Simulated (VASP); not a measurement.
Co, 1 atom in the cell. It takes space group Pm-3m (No. 221, cubic). The conventional cell has a = 2.311 Å, b = 2.311 Å, c = 2.311 Å, α = 90.00°, β = 90.00°, γ = 90.00°. Within 3.1 Å of Co (site symmetry m-3m) lie 6 Co at 2.31 Å.  This cell differs from its parent crystal: volume scaled by 1.08.

| Property | Result |
| --- | --- |
| Program | VASP 6.6.1 |
| Task | single point |
| Functional | r2SCAN |
| Potentials or basis | VASP PAW PBE potentials, release 64 (Co) |
| Cutoff | 520 eV |
| k mesh | 16 × 16 × 16 |
| Occupations | fermi-dirac, width 0.1 eV |
| Spin | no spin polarisation |
| Dipole correction | no |
| Further INCAR settings | ALGO = Normal; EDIFF = 1e-07; NBANDS = 10 |

Potentials or basis: VASP PAW PBE potentials, release 64 (Co).

Command:

```console
$ cat potpaw_PBE.64/Co/POTCAR > POTCAR
$ cp INCAR.step1 INCAR
$ mpirun -np 1 vasp_std > vasp.out
$ cp INCAR.step2 INCAR
$ mpirun -np 1 vasp_std > vasp.out
```

Hardware: 1 thread of AMD EPYC 7R13 Processor (Zen 3), with other jobs on the host.

Problem. Estimate the wall time of this run.

Solution. It took 84 s on 1 thread of AMD EPYC 7R13 Processor (Zen 3) (shared host), peak memory 0.1 GiB. Counts: k points 165.
